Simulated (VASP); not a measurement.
Au: single point with PBE

The system is Au.

```
Au
1.0
     2.04550   -2.04550    0.00000
     2.04550    0.00000   -2.04550
     8.47068    8.47068    8.47068
Au
6
Direct
  0.66667 0.66667 0.08048
  0.00000 0.00000 0.88541
  0.33333 0.33333 0.24146
  0.66667 0.66667 0.56344
  0.00000 0.00000 0.40245
  0.33333 0.33333 0.72442
```

This cell differs from its parent crystal: the distance across one plane changed.

| Quantity | Value |
| --- | --- |
| Program | VASP 6.6.1 |
| Task | single point |
| Functional | PBE |
| Potentials or basis | VASP PAW PBE potentials, release 64 (Au) |
| Cutoff | 520 eV |
| k mesh | 18 × 18 × 4 |
| Occupations | gaussian, width 0.15 eV |
| Spin | no spin polarisation |
| Dipole correction | no |
| Further INCAR settings | ALGO = Fast; EDIFF = 1e-07; NBANDS = 42 |

```
Pressure               : 4.2 GPa
Largest force          : 0.832 eV/Å
Band gap on the k mesh : zero (bands 33 and 34 overlap by 4.98 eV)
```

Forces in eV/Å, atoms in the order of the input:
```
Au  -0.480 -0.480 -0.480
Au   0.480  0.480  0.480
Au   0.022  0.022  0.022
Au   0.002  0.002  0.002
Au  -0.002 -0.002 -0.002
Au  -0.022 -0.022 -0.022
```

Stress tensor (GPa, compression positive):
```
 4.18 -0.28 -0.28
-0.28  4.18 -0.28
-0.28 -0.28  4.18
```

Levels at points of the mesh, in eV from the Fermi level:
| k point | band 30 | band 31 | band 32 | band 33 | band 34 | band 35 | band 36 | band 37 | band 38 | band 39 |
| --- | --- | --- | --- | --- | --- | --- | --- | --- | --- | --- |
| (0.00, 0.00, 0.00) | -2.55 | -2.55 | -2.33 | -2.33 | -1.98 | -1.98 | -0.96 | 2.21 | 6.55 | 7.52 |
| (0.50, 0.00, 0.00) | -1.61 | -0.70 | 0.65 | 0.79 | 1.12 | 1.23 | 1.24 | 3.04 | 3.86 | 4.15 |
| (0.00, 0.00, 0.50) | -2.69 | -2.29 | -2.17 | -2.17 | -2.15 | -2.06 | -2.06 | 3.36 | 4.63 | 9.74 |
| (0.50, 0.00, 0.50) | -1.63 | -0.17 | 0.11 | 1.06 | 1.09 | 1.20 | 1.23 | 3.19 | 3.33 | 5.02 |

Run time: 20 min on 1 thread of Oxide Virtual Turin-like Processor (shared host), peak memory 0.51 GiB.

Caveat: the cell differs from its parent crystal (the distance across one plane changed); the cell stands under pressure; spin-orbit coupling is left out, which moves the levels of the heavy elements.
